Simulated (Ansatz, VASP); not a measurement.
# LiF in VASP and in Ansatz

The input INCAR:

```
ALGO     = Normal         # electronic algorithm
EDIFF    = 1E-7           # SCF threshold, eV
EDIFFG   = -0.01          # ionic threshold
ENCUT    = 1350           # plane-wave cutoff, eV
GGA      = PE             # functional
GGA_COMPAT= False        
IBRION   = 2              # ionic algorithm
ISIF     = 3              # what is computed and relaxed
ISMEAR   = 0              # smearing method
LASPH    = True           # aspherical terms in the spheres
LCHARG   = False          # write CHGCAR
LREAL    = False          # projectors in reciprocal space
LWAVE    = False          # write WAVECAR
NELM     = 120            # most SCF steps
NELMIN   = 4            
NSW      = 100            # ionic steps
PREC     = Accurate       # precision mode
SIGMA    = 0.02           # smearing width, eV
```

KPOINTS

```
k-points
0
Gamma
  10 10 10
```

The input POSCAR:

```
LiF
1.0
    0.0000000000      2.0356153832      2.0356153832
    2.0356153832      0.0000000000      2.0356153832
    2.0356153832      2.0356153832      0.0000000000
Li F
1 1
Direct
    0.5000000000      0.5000000000      0.5000000000
    0.0000000000      0.0000000000      0.0000000000
```

Input for Ansatz:

```yaml
crystal:
  lattice:
    - [0.0, 2.0356153832, 2.0356153832]
    - [2.0356153832, 0.0, 2.0356153832]
    - [2.0356153832, 2.0356153832, 0.0]
  atoms:
    - { symbol: Li, position: [0.5, 0.5, 0.5] }
    - { symbol: F, position: [0.0, 0.0, 0.0] }
basis:
  ecutwfc: 420
kpoints:
  mp_grid: { grid: [10, 10, 10] }
hamiltonian:
  xc: pbe
scf:
  occupations: { method: gaussian, width: 0.02 }
output:
  forces: true
  stress: true
  eigenvalues: true
relax:
  adjacent_minimum: "off"
  f_tol: 0.01
  max_steps: 80
  cell: { stress_tol: 0.05 }
```

Alike in both runs: task relaxation of cell and atoms; functional PBE; k mesh 10 × 10 × 10; occupations gaussian, width 0.02 eV; no spin polarisation.

```csv
,VASP,Ansatz
version,VASP 6.6.1,Ansatz 0.2.0
potentials or method,"VASP PAW PBE potentials, release 64 (Li_sv, F_h), cutoff 1350 eV","scalar-relativistic, plane waves, PAW"
valence electrons in the cell,10,10
```

|  | VASP | Ansatz | Ansatz less VASP |
| --- | --- | --- | --- |
| gap on the k mesh at the Fermi level, each at its own relaxed structure (eV) | 8.91 | 8.83 | -0.087 |
| relaxed volume (Å³/atom) | 8.32 | 8.42 | +0.099 |
| relaxed length of the cell vector where the two differ most in proportion (Å) | 2.865 | 2.877 | +0.0113 |
